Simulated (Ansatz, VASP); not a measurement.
# One calculation of Ni, two programs

```xyz
1
Lattice="2.3870 0.0000 0.0000 0.0000 2.3870 0.0000 0.0000 0.0000 2.3870" Properties=species:S:1:pos:R:3 pbc="T T T"
Ni    0.0000    0.0000    0.0000
```

Alike in both runs: task single point; functional PBE; k mesh 15 × 15 × 15; occupations fermi-dirac, width 0.1 eV; no spin polarisation.

|  | VASP | Ansatz |
| --- | --- | --- |
| version | VASP 6.6.1 | Ansatz 0.2.0 |
| potentials or method | VASP PAW PBE potentials, release 64 (Ni), cutoff 600 eV | plane waves (420 eV) with PAW, scalar-relativistic |
| valence electrons in the cell | 10 | 18 |

|  | VASP | Ansatz | Ansatz less VASP |
| --- | --- | --- | --- |
| pressure (GPa) | -9.3 | -9.3 | -0.05 |

VASP's potentials hold 10 valence electrons a cell and Ansatz's 18, so a difference there can come from the potentials and not from the codes.
